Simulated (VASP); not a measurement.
# AgI (F-43m) in VASP: notebook, part 2 of 2

VASP 6.6.1. Earlier steps stand in the parts before.

**3. Single point, LDA**

This run uses another cell than the first one, of 31.97 Å³/atom.

File INCAR:

```
  PREC = Accurate
  ENCUT = 500
  EDIFF = 1E-6
  ISMEAR = -1
  SIGMA = 0.1
  LREAL = False
  LASPH = True
  NELM = 120
  ALGO = Normal
  ISIF = 2
  LWAVE = False
  LCHARG = False
  NBANDS = 16
  GGA_COMPAT = False
```

File KPOINTS:

```
regular mesh
0
Gamma
  14 14 14
```

File POSCAR:

```
AgI
1.0
    0.0000000000      3.1739496883      3.1739496883
    3.1739496883      0.0000000000      3.1739496883
    3.1739496883      3.1739496883      0.0000000000
Ag I
1 1
Direct
    0.0000000000      0.0000000000      0.0000000000
    0.7500000000      0.7500000000      0.7500000000
```

Potentials or basis: VASP PAW LDA potentials, release 64 (Ag, I).

Launch:

```
cat potpaw_LDA.64/Ag/POTCAR potpaw_LDA.64/I/POTCAR > POTCAR
mpirun -np 1 vasp_std > vasp.out
```

OUTCAR:

```text
PREC = Accurate
   ENCUT = 500
   EDIFF = 1E-6
   ISMEAR = -1
   LREAL = False
   LASPH = True
   NELM = 120
   ISIF = 2

 ion  position               nearest neighbor table
   1  0.000  0.000  0.000-   2 2.75   2 2.75   2 2.75   2 2.75
   2  0.750  0.750  0.750-   1 2.75   1 2.75   1 2.75   1 2.75

  LATTYP: Found a face centered cubic cell.
 ALAT       =     6.3478993766

  Lattice vectors:

 A1 = (   0.0000000000,   3.1739496883,   3.1739496883)
 A2 = (   3.1739496883,   0.0000000000,   3.1739496883)
 A3 = (   3.1739496883,   3.1739496883,   0.0000000000)

Analysis of symmetry for initial positions (statically):
=====================================================================
 Subroutine PRICEL returns:
 Original cell was already a primitive cell.

 Routine SETGRP: Setting up the symmetry group for a
 face centered cubic supercell.

 Subroutine GETGRP returns: Found 24 space group operations
 (whereof 24 operations were pure point group operations)
 out of a pool of 48 trial point group operations.

The static configuration has the point symmetry T_d .

Analysis of symmetry for dynamics (positions and initial velocities):
=====================================================================
 Subroutine PRICEL returns:
 Original cell was already a primitive cell.

 Routine SETGRP: Setting up the symmetry group for a
 face centered cubic supercell.

 Subroutine GETGRP returns: Found 24 space group operations
 (whereof 24 operations were pure point group operations)
 out of a pool of 48 trial point group operations.

The dynamic configuration has the point symmetry T_d .

 Subroutine INISYM returns: Found 24 space group operations
 (whereof 24 operations are pure point group operations),
 and found     1 'primitive' translations

----------------------------------------------------------------------------------------

                                     Primitive cell

  volume of cell :      63.9485

  direct lattice vectors                    reciprocal lattice vectors
     0.000000000  3.173949688  3.173949688    -0.157532428  0.157532428  0.157532428
     3.173949688  0.000000000  3.173949688     0.157532428 -0.157532428  0.157532428
     3.173949688  3.173949688  0.000000000     0.157532428  0.157532428 -0.157532428

  length of vectors
     4.488642695  4.488642695  4.488642695     0.272854169  0.272854169  0.272854169

  position of ions in fractional coordinates (direct lattice)
     0.000000000  0.000000000  0.000000000
     0.750000000  0.750000000  0.750000000

  ion indices of the primitive-cell ions
   primitive index   ion index
                 1           1
                 2           2

----------------------------------------------------------------------------------------

 KPOINTS: regular mesh

Automatic generation of k-mesh.
 Grid dimensions read from file:
 generate k-points for:   14   14   14

 Generating k-lattice:

  Cartesian coordinates                     Fractional coordinates (reciprocal lattice)
    -0.011252316  0.011252316  0.011252316     0.071428571  0.000000000  0.000000000
     0.011252316 -0.011252316  0.011252316     0.000000000  0.071428571  0.000000000
     0.011252316  0.011252316 -0.011252316     0.000000000  0.000000000  0.071428571

  Length of vectors
     0.019489583  0.019489583  0.019489583

  Shift w.r.t. Gamma in fractional coordinates (k-lattice)
     0.000000000  0.000000000  0.000000000

 Subroutine IBZKPT returns following result:
 ===========================================

 Found    104 irreducible k-points:

 Following reciprocal coordinates:
            Coordinates               Weight
  0.000000  0.000000  0.000000      1.000000
  0.071429  0.000000  0.000000      8.000000
  0.142857  0.000000  0.000000      8.000000
  0.214286  0.000000  0.000000      8.000000
  0.285714  0.000000  0.000000      8.000000
  0.357143  0.000000  0.000000      8.000000
[... 16 lines left out ...]
  0.214286  0.142857  0.000000     24.000000
  0.285714  0.142857  0.000000     24.000000
 [... further k-points ...]
   k-points           NKPTS =    104   k-points in BZ     NKDIM =    104   number of bands    NBANDS=     16
   number of dos      NEDOS =    301   number of ions     NIONS =      2
   total plane-waves  NPLWV =  46656
   dimension x,y,z NGX =    36 NGY =   36 NGZ =   36
   dimension x,y,z NGXF=    72 NGYF=   72 NGZF=   72
   ions per type =               1   1
   NGX,Y,Z   is equivalent  to a cutoff of  13.33, 13.33, 13.33 a.u.
   NGXF,Y,Z  is equivalent  to a cutoff of  26.67, 26.67, 26.67 a.u.
 SYSTEM =  unknown system
   PREC   = accura    normal or accurate (medium, high low for compatibility)
   ISTART =      0    job   : 0-new  1-cont  2-samecut
   ICHARG =      2    charge: 1-file 2-atom 10-const
   ISPIN  =      1    spin polarized calculation?
   LNONCOLLINEAR =      F non collinear calculations
   LSORBIT =      F    spin-orbit coupling
   LASPH  =      T    aspherical Exc in radial PAW
   ENCUT  =  500.0 eV  36.75 Ry    6.06 a.u.   8.18  8.18  8.18*2*pi/ulx,y,z
   NELM   =    120;   NELMIN=  2; NELMDL= -5     # of ELM steps
   EDIFF  = 0.1E-05   stopping-criterion for ELM
   LREAL  =      F    real-space projection
   EDIFFG = 0.1E-04   stopping-criterion for IOM
   NSW    =      0    number of steps for IOM
   IBRION =     -1    ionic relax: 0-MD 1-quasi-New 2-CG
   NFREE  =      0    steps in history (QN), initial steepest desc. (CG)
   ISIF   =      2    stress and relaxation
   ISYM   =      2    0-nonsym 1-usesym 2-fastsym
   POTIM  = 0.5000    time-step for ionic-motion
   TEBEG  =    0.0;   TEEND  =   0.0 temperature during run
   PSTRESS=    0.0 pullay stress
   NELECT =      18.0000    total number of electrons
   NUPDOWN=      -1.0000    fix difference up-down
   EMIN   =  10.00;   EMAX   =-10.00  energy-range for DOS
   EFERMI =   0.00;   METHOD = LEGACY
   ISMEAR =    -1;   SIGMA  =   0.10  broadening in eV -4-tet -1-fermi 0-gaus
   EFERMI_NEDOS =   21; number of points for ismear=-14 and -15
   IALGO  =     38    algorithm
   IMIX   =      4    mixing-type and parameters
     AMIX     =   0.40;   BMIX     =  1.00
     AMIX_MAG =   1.60;   BMIX_MAG =  1.00
  volume/ion in A,a.u.               =      31.97       215.77
  Fermi-wavevector in a.u.,A,eV,Ry     =   1.072891  2.027470 15.661602  1.151095
  Thomas-Fermi vector in A             =   2.208674
   LORBIT       =      0    0 simple, 1 ext, 2 COOP (PROOUT), +10 PAW based schemes
   GGA     = CA    functional components
   LHFCALC =     F    Hartree Fock is set to
   AEXX    =    0.0000 exact exchange contribution
   IVDW    =     0    specifies the selected vdW correction
   LEPSILON=     F    determine dielectric tensor
   LRPA    =     F    only Hartree local field effects (RPA)
 non-spin polarized calculation
  energy-cutoff  :      500.00
  volume of cell :       63.95
 maximum number of plane-waves:      1639
 NGX is ok and might be reduce to    36
   NGX = 17   NGY = 17   NGZ = 17

 number of electron      18.0000002 magnetization

 Free energy of the ion-electron system (eV)
  ---------------------------------------------------
  ext. energy  EPLUGINS =         0.00000000
  ---------------------------------------------------
  free energy    TOTEN  =        -6.12370378 eV

  energy without entropy =       -6.12366471  energy(sigma->0) =       -6.12368424

 E-fermi :   4.4339     XC(G=0):  -9.1616

 val. band max:        3.7145104744   @ k =   0.0000   0.0000   0.0000
 cond. band min:       4.8073765835   @ k =   0.0000   0.0000   0.0000
 fundamental gap:      1.0928661091
 Fermi energy:         4.4338755792

 k-point     1 :       0.0000    0.0000    0.0000
  band No.  band energies     occupation
      1      -9.5456      2.00000
      2      -0.9804      2.00000
      3      -0.9804      2.00000
      4      -0.9804      2.00000
      5       0.2700      2.00000
      6       0.2700      2.00000
[... 8 lines left out ...]
     15      13.8382      0.00000
     16      13.8382      0.00000

 k-point     2 :       0.0714    0.0000    0.0000
  band No.  band energies     occupation
      1      -9.5291      2.00000
      2      -0.9921      2.00000
      3      -0.9702      2.00000
      4      -0.9702      2.00000
      5       0.2680      2.00000
      6       0.2680      2.00000
[... 8 lines left out ...]
     15      13.4472      0.00000
     16      13.4472      0.00000
[... 387 lines left out ...]
      5       0.2198      2.00000
      6       0.2966      2.00000
[... 8 lines left out ...]
     15      13.8248      0.00000
     16      14.3496      0.00000

 k-point    24 :       0.2857    0.1429    0.0000
  band No.  band energies     occupation
      1      -9.3411      2.00000
      2      -1.1184      2.00000
      3      -0.8311      2.00000
      4      -0.8187      2.00000
      5       0.2178      2.00000
      6       0.3042      2.00000
[... 8 lines left out ...]
     15      13.8095      0.00000
     16      14.1829      0.00000

 [... further k-points ...]
[... 5 lines left out ...]
  --------------------------------------------------------------------------------------
  -------------------------------------------------------------------------------------
  Total        0.0066581      0.0066581      0.0066581      0.0000000      0.0000000      0.0000000
  in kB        0.1668135      0.1668135      0.1668135      0.0000000      0.0000000      0.0000000
  external PRESSURE =       0.1668135 kB  Pullay stress =       0.0000000 kB

 VOLUME and BASIS-vectors are now :
 -----------------------------------------------------------------------------
  energy-cutoff  :      500.00
  volume of cell :       63.95
      direct lattice vectors                 reciprocal lattice vectors
     0.000000000  3.173949688  3.173949688    -0.157532428  0.157532428  0.157532428
     3.173949688  0.000000000  3.173949688     0.157532428 -0.157532428  0.157532428
     3.173949688  3.173949688  0.000000000     0.157532428  0.157532428 -0.157532428

 POSITION                                       TOTAL-FORCE (eV/Angst)
 -----------------------------------------------------------------------------------
      0.00000      0.00000      0.00000         0.000000      0.000000      0.000000
      4.76092      4.76092      4.76092        -0.000000     -0.000000     -0.000000
 -----------------------------------------------------------------------------------
    total drift:                                0.000000      0.000000      0.000000

  FREE ENERGIE OF THE ION-ELECTRON SYSTEM (eV)
  ---------------------------------------------------
  free  energy   TOTEN  =        -6.1237037777 eV

  energy  without entropy=       -6.1236647104  energy(sigma->0) =       -6.12368424
```

stdout:

```text
POSCAR found type information on POSCAR AgI
 POSCAR found :  2 types and       2 ions
 scaLAPACK will be used
 LDA part: xc-table for (Slater(with rela. corr.)+CA(PZ))
 , standard interpolation
 POSCAR, INCAR and KPOINTS ok, starting setup
 FFT: planning ... GRIDC
 FFT: planning ... GRID_SOFT
 FFT: planning ... GRID
 WAVECAR not read
 entering main loop
```

Run time: 35 s. Hardware: 1 thread of Intel Xeon 6975P-C (Granite Rapids), shared host; peak memory 0.24 GiB.

What came out:

* Free energy: -6.1237 eV
* Pressure: 0.0 GPa
* Band gap on the k mesh: 1.09 eV

Caveat: spin-orbit coupling is left out, which moves the levels of the heavy elements. A k mesh can miss the band edges.
